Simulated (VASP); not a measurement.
Wanted: the native input for a VASP 6.6.1 run.

| Quantity | Value |
| --- | --- |
| Task | single point |
| Functional | PBEsol |
| Potentials or basis | VASP PAW PBE potentials, release 64 (Pt) |
| Cutoff | 520 eV |
| k mesh | 15 × 15 × 8 |
| Occupations | fermi-dirac, width 0.1 eV |
| Spin | no spin polarisation |
| Dipole correction | no |
| Further INCAR settings | ALGO = Normal; EDIFF = 1e-06; NBANDS = 17 |

The structure of Pt lies in POSCAR:

```
Pt
1.0
    2.6574225729      0.0000000000      0.0000000000
   -1.3287112864      2.3013954567      0.0000000000
    0.0000000000      0.0000000000      4.5573720034
Pt
2
Direct
    0.3333333333      0.6666666667      0.2500000000
    0.6666666667      0.3333333333      0.7500000000
```

This isn't the form of Pt at room conditions, which is fcc.

The input as run:

INCAR

```
SYSTEM = Pt
PREC = Accurate
ENCUT = 520
EDIFF = 1E-6
ISMEAR = -1
SIGMA = 0.1
LREAL = .False.
LASPH = .True.
NELM = 60
ALGO = Normal
ISIF = 2
LWAVE = .False.
LCHARG = .False.
GGA = PS
NBANDS = 17
```

KPOINTS

```
regular mesh
0
Gamma
  15 15 8
  0 0 0
```

Potentials or basis: VASP PAW PBE potentials, release 64 (Pt).

Launch:

```console
$ cat potpaw_PBE.64/Pt/POTCAR > POTCAR
$ mpirun -np 1 vasp_std > vasp.out
```

Results of the run:

```json
{
 "Pressure": "29.0 GPa",
 "Band gap on the k mesh": "zero (bands 10 and 11 overlap by 1.51 eV)"
}
```

Caveat: the cell stands under pressure; the PAW data sets were made with another functional, which shifts forces and pressure a little; spin-orbit coupling is left out, which moves the levels of the heavy elements.

It took 72 s on 1 thread of Intel Xeon 8259CL, on a shared host, peak memory 0.18 GiB.
